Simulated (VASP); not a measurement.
Runs of VASP 6.6.1 on Cr. The structure is that of space group Im-3m (No. 229), or close to it. The cells are those of the table. 

```tsv
spin	cell	gap on the mesh (eV)	pressure (GPa)	moment (μB)
off	a = 3.065 Å, 2 atoms	none	(b)	-
off	a = 2.812 Å, 2 atoms	none	(a)	-
collinear, antiferromagnetic start	a = 2.812 Å, 2 atoms	none	12.4	0.00
collinear, antiferromagnetic start	a = 3.137 Å, 2 atoms	-	-19.8	0.00
off	a = 2.756 Å, 2 atoms	none	30.8	-
```

Alike in all rows: task single point; level PBE; potentials or basis VASP PAW PBE potentials, release 64 (Cr_pv); k mesh 11 × 11 × 11; cutoff (eV) 520; smearing fermi-dirac 0.05 eV.

Problem. Estimate the missing entries.

Solution. (a) 10.1; (b) -35.4.

Caveats: the cell stands under pressure (at least some runs); the cell stands under tension (at least some runs); an empty level that is flat over the whole mesh can mark a ghost state of the potentials, or a narrow d or f band (at least some runs).

A gap of «none» marks levels without a gap at the run's occupations.
